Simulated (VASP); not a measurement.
Crystal: MoSe.

```
CELL_PARAMETERS angstrom
0.00000 2.84052 2.84052
2.84052 0.00000 2.84052
2.84052 2.84052 0.00000
ATOMIC_POSITIONS crystal
Mo 0.00000 0.00000 0.00000
Se 0.25000 0.25000 0.25000
```

Base run:

| Item | Value |
| --- | --- |
| Program | VASP 6.6.1 |
| Functional | PBE |
| Potentials or basis | VASP PAW PBE potentials, release 64 (Mo_sv, Se) |
| Cutoff | 520 eV |
| k mesh | 10 × 10 × 10 |
| Occupations | gaussian, width 0.05 eV |
| Spin | collinear spin, ferromagnetic start |
| Starting moments | [0.91, 0.0] μB |

Its results: pressure 0.1 GPa.

After a change of settings the same cell gave: pressure -1.7 GPa. Which change was it?
A. further incar settings from ALGO = Normal; EDIFF = 1e-07; NBANDS = 21 to ALGO = Normal; EDIFF = 1e-06; NBANDS = 21; moments at the start from [0.91, 0.0] to [0.97, 0.0]
B. moments at the start from [0.91, 0.0] to [3.0, 0.0]
C. spin from collinear spin, ferromagnetic start to no spin polarisation; further incar settings from ALGO = Normal; EDIFF = 1e-07; NBANDS = 21 to ALGO = Normal; EDIFF = 1e-07; NBANDS = 17
D. functional from PBE to PBEsol; further incar settings from ALGO = Normal; EDIFF = 1e-07; NBANDS = 21 to ALGO = Normal; EDIFF = 1e-06; NBANDS = 21

C.
